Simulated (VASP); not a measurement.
# TiAl4Ni3 (P4/mmm) in VASP: a series of runs, part 2 of 2

VASP 6.6.1.

**3. Single point, PBE, collinear spin, ferromagnetic start**

Contents of INCAR:

```
PREC     = Accurate       # precision mode
ENCUT    = 520            # plane-wave cutoff, eV
EDIFF    = 1E-7           # SCF threshold, eV
ISMEAR   = 0              # smearing method
SIGMA    = 0.1            # smearing width, eV
LREAL    = False          # projectors in reciprocal space
LASPH    = True           # aspherical terms in the spheres
NELM     = 150            # most SCF steps
ALGO     = Fast           # electronic algorithm
ISIF     = 2              # what is computed and relaxed
LWAVE    = False          # write WAVECAR
LCHARG   = False          # write CHGCAR
ISPIN    = 2              # spin polarisation
MAGMOM   = 0 0 0 0 0 2 2 2 # initial moments
LORBIT   = 11             # projections on sites
LMAXMIX  = 4              # l up to which the mixer works
GGA      = PE             # functional
NBANDS   = 41             # bands
```

Contents of KPOINTS:

```
Automatic mesh
0
Gamma
  4 4 4
```

Contents of POSCAR:

```
TiAl4Ni3
1.0
    4.0404042863      0.0000000000      0.0000000000
    0.0000000000      4.0404042863      0.0000000000
    0.0000000000      0.0000000000      6.4662349177
Ti Al Ni
1 4 3
Direct
    0.5000000000      0.5000000000      0.0000000000
    0.5000000000      0.0000000000      0.7266228819
    0.0000000000      0.5000000000      0.7266228819
    0.5000000000      0.0000000000      0.2733771181
    0.0000000000      0.5000000000      0.2733771181
    0.0000000000      0.0000000000      0.0000000000
    0.0000000000      0.0000000000      0.5000000000
    0.5000000000      0.5000000000      0.5000000000
```

Potentials or basis: VASP PAW PBE potentials, release 64 (Ti_sv, Al, Ni).

Started as:

```console
cat potpaw_PBE.64/Ti_sv/POTCAR potpaw_PBE.64/Al/POTCAR potpaw_PBE.64/Ni/POTCAR > POTCAR
mpirun -np 1 vasp_std > vasp.out
```

OUTCAR:

```text
PREC = Accurate
   ENCUT = 520
   EDIFF = 1E-7
   ISMEAR = 0
   LREAL = False
   LASPH = True
   NELM = 150
   ISIF = 2
   ISPIN = 2
   LORBIT = 11
   GGA = PE

 ion  position               nearest neighbor table
   1  0.500  0.500  0.000-   2 2.68   3 2.68   4 2.68   5 2.68   2 2.68   4 2.68   3 2.68   5 2.68
                             6 2.86   6 2.86   6 2.86   6 2.86
   2  0.500  0.000  0.727-   7 2.50   8 2.50   8 2.50   7 2.50   1 2.68   1 2.68   6 2.68   6 2.68
                             3 2.86   3 2.86   3 2.86   3 2.86   4 2.93
   3  0.000  0.500  0.727-   7 2.50   8 2.50   7 2.50   8 2.50   6 2.68   1 2.68   1 2.68   6 2.68
                             2 2.86   2 2.86   2 2.86   2 2.86   5 2.93
   4  0.500  0.000  0.273-   7 2.50   8 2.50   8 2.50   7 2.50   1 2.68   1 2.68   6 2.68   6 2.68
                             5 2.86   5 2.86   5 2.86   5 2.86   2 2.93
   5  0.000  0.500  0.273-   7 2.50   8 2.50   7 2.50   8 2.50   6 2.68   1 2.68   1 2.68   6 2.68
                             4 2.86   4 2.86   4 2.86   4 2.86   3 2.93
[... 1764 lines left out ...]
      2.02020      2.02020      3.23312        -0.000000      0.000000     -0.000000
 -----------------------------------------------------------------------------------
    total drift:                                0.000000      0.000000      0.000000

  FREE ENERGIE OF THE ION-ELECTRON SYSTEM (eV)
  ---------------------------------------------------
  free  energy   TOTEN  =       -43.4345813774 eV

  energy  without entropy=      -43.4060823962  energy(sigma->0) =      -43.42033189

 total charge

# of ion       s       p       d       tot
------------------------------------------
    1        2.181   6.128   2.030  10.339
    2        0.401   0.405   0.000   0.806
    3        0.401   0.405   0.000   0.806
    4        0.401   0.405   0.000   0.806
    5        0.401   0.405   0.000   0.806
    6        0.450   0.448   8.342   9.240
    7        0.503   0.452   8.521   9.476
    8        0.465   0.546   8.434   9.446
--------------------------------------------------
tot          5.204   9.197  27.326  41.727

 magnetization (x)

# of ion       s       p       d       tot
------------------------------------------
    1        0.000   0.000   0.000   0.000
    2       -0.000   0.000   0.000   0.000
    3       -0.000   0.000   0.000   0.000
    4       -0.000   0.000   0.000   0.000
    5       -0.000   0.000   0.000   0.000
    6       -0.000   0.000   0.000   0.000
    7        0.000   0.000  -0.000  -0.000
    8       -0.000  -0.000   0.000   0.000
--------------------------------------------------
tot          0.000   0.000   0.000   0.000
```

OSZICAR:

```text
N       E                     dE             d eps       ncg     rms          rms(c)
DAV:   1     0.419962508895E+03    0.41996E+03   -0.22960E+04  2952   0.147E+03
DAV:   2    -0.740393176160E+01   -0.42737E+03   -0.40900E+03  2953   0.369E+02
[... 19 lines left out ...]
RMM:  22    -0.434345776245E+02   -0.95128E-05   -0.33983E-05  4425   0.255E-02    0.817E-03
RMM:  23    -0.434345805901E+02   -0.29655E-05   -0.15741E-05  4150   0.163E-02    0.653E-03
RMM:  24    -0.434345812520E+02   -0.66196E-06   -0.59575E-06  4251   0.945E-03    0.458E-03
RMM:  25    -0.434345814645E+02   -0.21242E-06   -0.26251E-06  3996   0.578E-03    0.313E-03
RMM:  26    -0.434345814106E+02    0.53866E-07   -0.10086E-06  3408   0.426E-03    0.911E-04
RMM:  27    -0.434345813774E+02    0.33204E-07   -0.45518E-07  2644   0.278E-03
   1 F= -.43434581E+02 E0= -.43420332E+02  d E =-.284990E-01  mag=     0.0005
```

Run time: 2.3 min. Hardware: 1 thread of AMD EPYC 9R45 (Zen 5), shared host; peak memory 0.28 GiB.

Results:

* Free energy: -43.4346 eV
* Pressure: 0.1 GPa
* Largest force: 0.007 eV/Å
* Band gap on the k mesh: zero (filled and empty bands overlap)
* Net moment: 0.00 μB per cell
* Valence electrons inside the program's atomic spheres: Ti 10.34; Al 0.81; Ni 9.24, 9.48, 9.45

Forces in eV/Å, atoms in the order of the input:
```
Ti   0.000  0.000  0.000
Al   0.000  0.000 -0.007
Al   0.000  0.000 -0.007
Al   0.000  0.000  0.007
Al   0.000  0.000  0.007
Ni   0.000  0.000  0.000
Ni   0.000  0.000  0.000
Ni   0.000  0.000  0.000
```

Levels at points of the mesh, in eV from the Fermi level:
Spin up:
```
           k point  band 23  band 24  band 25  band 26  band 27  band 28  band 29  band 30  band 31  band 32
(0.00, 0.00, 0.00)    -1.06    -0.90     0.20     0.20     0.20     0.44     1.84     2.11     2.66     2.66
(0.50, 0.00, 0.00)    -1.61    -1.04    -0.93    -0.68    -0.08     0.65     0.86     1.35     1.49     2.38
(0.50, 0.50, 0.00)    -1.70    -1.70    -1.61    -1.03    -0.64    -0.22    -0.22    -0.02     1.29     1.98
(0.00, 0.00, 0.50)    -1.03    -0.90    -0.34     0.15     0.66     0.66     1.06     1.06     1.21     1.83
(0.50, 0.00, 0.50)    -1.61    -1.27    -1.02    -0.45    -0.40     1.24     1.59     1.62     2.02     2.55
(0.50, 0.50, 0.50)    -1.69    -1.69    -1.61    -0.67    -0.55     0.01     0.01     1.29     1.48     2.26
```
Spin down:
```csv
k point,band 24,band 25,band 26,band 27,band 28,band 29,band 30,band 31
"(0.00, 0.00, 0.00)",-0.90,0.20,0.20,0.20,0.44,1.84,2.11,2.66
"(0.50, 0.00, 0.00)",-1.04,-0.93,-0.68,-0.08,0.65,0.86,1.35,1.49
"(0.50, 0.50, 0.00)",-1.70,-1.61,-1.03,-0.64,-0.22,-0.22,-0.02,1.29
"(0.00, 0.00, 0.50)",-0.90,-0.34,0.15,0.66,0.66,1.07,1.07,1.21
"(0.50, 0.00, 0.50)",-1.27,-1.02,-0.45,-0.40,1.24,1.59,1.62,2.02
"(0.50, 0.50, 0.50)",-1.69,-1.61,-0.67,-0.55,0.01,0.01,1.29,1.48
```

Caveat: the k points lie up to 0.39 Å⁻¹ apart, too coarse for converged energies and pressures of a metal.

**4. Single point, PBE, collinear spin, ferromagnetic start**

This run uses another cell than the first one, of 13.36 Å³/atom.

Contents of INCAR:

```
PREC = Accurate
ENCUT = 520
EDIFF = 1E-6
ISMEAR = 0
SIGMA = 0.1
LREAL = F
LASPH = T
NELM = 150
ALGO = Normal
ISIF = 2
LWAVE = F
LCHARG = T
ISPIN = 2
MAGMOM = 0 0 0 0 0 2 2 2
LORBIT = 11
LMAXMIX = 4
GGA = PE
LELF = T
LVHAR = T
NBANDS = 41
```

KPOINTS is that of step 3.

Contents of POSCAR:

```
TiAl4Ni3
1.0
    4.2280656900      0.0000000000      0.0000000000
    0.0000000000      4.2280656900      0.0000000000
    0.0000000000      0.0000000000      5.9793878400
Ti Al Ni
1 4 3
Direct
    0.5000000000      0.5000000000      0.0000000000
    0.5000000000      0.0000000000      0.7500000000
    0.0000000000      0.5000000000      0.7500000000
    0.5000000000      0.0000000000      0.2500000000
    0.0000000000      0.5000000000      0.2500000000
    0.0000000000      0.0000000000      0.0000000000
    0.0000000000      0.0000000000      0.5000000000
    0.5000000000      0.5000000000      0.5000000000
```

Started as:

```console
cat potpaw_PBE.64/Ti_sv/POTCAR potpaw_PBE.64/Al/POTCAR potpaw_PBE.64/Ni/POTCAR > POTCAR
mpirun -np 1 vasp_std > vasp.out
```

It took 2.1 min on 1 thread of AMD EPYC 9R45 (Zen 5), shared host; peak memory 0.28 GiB.

It converged, with:

```yaml
Free_energy: -42.8609 eV
Pressure: -1.5 GPa
Largest_force: 1.293 eV/Å
Net_moment: 0.67 μB per cell
Site_moments: Ti +0.34; Al +0.01; Ni +0.06, +0.03, +0.11 μB
Valence_electrons_inside_the_program's_atomic_spheres: Ti 10.47; Al 0.80; Ni 9.33, 9.30, 9.29
```

Forces on the atoms (eV/Å):
```
Ti   0.000  0.000  0.000
Al   0.000  0.000 -1.293
Al   0.000  0.000 -1.293
Al   0.000  0.000  1.293
Al   0.000  0.000  1.293
Ni   0.000  0.000  0.000
Ni   0.000  0.000  0.000
Ni   0.000  0.000  0.000
```

Stress tensor (GPa, compression positive):
```
-3.52  0.00  0.00
 0.00 -3.52  0.00
 0.00  0.00  2.40
```

Levels at points of the mesh, in eV from the Fermi level:
Spin up:
| k point | band 23 | band 24 | band 25 | band 26 | band 27 | band 28 | band 29 | band 30 | band 31 | band 32 |
| --- | --- | --- | --- | --- | --- | --- | --- | --- | --- | --- |
| (0.00, 0.00, 0.00) | -0.86 | -0.68 | -0.39 | -0.02 | -0.02 | 0.72 | 1.36 | 2.36 | 2.36 | 2.42 |
| (0.50, 0.00, 0.00) | -1.53 | -1.20 | -0.88 | -0.46 | -0.23 | 0.12 | 0.95 | 1.14 | 1.45 | 2.27 |
| (0.50, 0.50, 0.00) | -1.69 | -1.47 | -1.47 | -0.80 | -0.59 | -0.31 | -0.31 | 0.31 | 0.49 | 1.40 |
| (0.00, 0.00, 0.50) | -1.12 | -0.86 | -0.44 | 0.04 | 0.04 | 0.74 | 1.24 | 1.24 | 1.34 | 1.64 |
| (0.50, 0.00, 0.50) | -1.71 | -1.29 | -0.78 | -0.71 | -0.62 | 0.45 | 2.00 | 2.16 | 2.37 | 2.37 |
| (0.50, 0.50, 0.50) | -1.71 | -1.51 | -1.51 | -0.69 | -0.52 | -0.02 | -0.02 | 0.47 | 1.51 | 2.03 |
Spin down:
| k point | band 23 | band 24 | band 25 | band 26 | band 27 | band 28 | band 29 | band 30 | band 31 | band 32 |
| --- | --- | --- | --- | --- | --- | --- | --- | --- | --- | --- |
| (0.00, 0.00, 0.00) | -0.80 | -0.65 | -0.29 | 0.32 | 0.32 | 0.84 | 1.53 | 2.38 | 2.38 | 2.44 |
| (0.50, 0.00, 0.00) | -1.45 | -1.09 | -0.83 | -0.43 | 0.11 | 0.29 | 1.18 | 1.27 | 1.58 | 2.30 |
| (0.50, 0.50, 0.00) | -1.67 | -1.42 | -1.42 | -0.74 | -0.56 | -0.06 | -0.06 | 0.40 | 0.69 | 1.51 |
| (0.00, 0.00, 0.50) | -0.98 | -0.80 | -0.35 | 0.11 | 0.11 | 0.80 | 1.51 | 1.52 | 1.52 | 1.70 |
| (0.50, 0.00, 0.50) | -1.68 | -1.22 | -0.70 | -0.48 | -0.35 | 0.61 | 2.06 | 2.20 | 2.39 | 2.48 |
| (0.50, 0.50, 0.50) | -1.67 | -1.45 | -1.45 | -0.59 | -0.50 | 0.29 | 0.29 | 0.67 | 1.62 | 2.16 |

Caveat: the k points lie up to 0.37 Å⁻¹ apart; forces of over 1 eV/Å act on the atoms, so gaps and moduli don't describe the material at rest.
